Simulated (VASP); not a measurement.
# YIn: vibrations by perturbation theory with PBEsol

YIn:

```
CELL_PARAMETERS angstrom
3.70572 0.00000 0.00000
0.00000 3.70572 0.00000
0.00000 0.00000 3.70572
ATOMIC_POSITIONS crystal
Y 0.50000 0.50000 0.50000
In 0.00000 0.00000 0.00000
```

```json
{
 "Program": "VASP 6.6.1",
 "Task": "vibrations by perturbation theory",
 "Functional": "PBEsol",
 "Potentials or basis": "VASP PAW PBE potentials, release 64 (Y_sv, In_d)",
 "Cutoff": "520 eV",
 "k mesh": "10 × 10 × 10",
 "Occupations": "fermi-dirac, width 0.05 eV",
 "Spin": "no spin polarisation",
 "Dipole correction": "no",
 "Further INCAR settings": "ALGO = Normal; EDIFF = 1e-08; NBANDS = 19; IBRION = 8; NSW = 1"
}
```

| Property | Result |
| --- | --- |
| Highest phonon frequency at Γ | 133 cm⁻¹ |

Phonon frequencies in cm⁻¹ (negative: imaginary):
```
              q point        frequencies
(0.000, 0.000, 0.000)  0 0 0 133 133 133
```

It took 13 min on 1 thread of Intel Xeon 8259CL (shared host), peak memory 0.4 GiB.
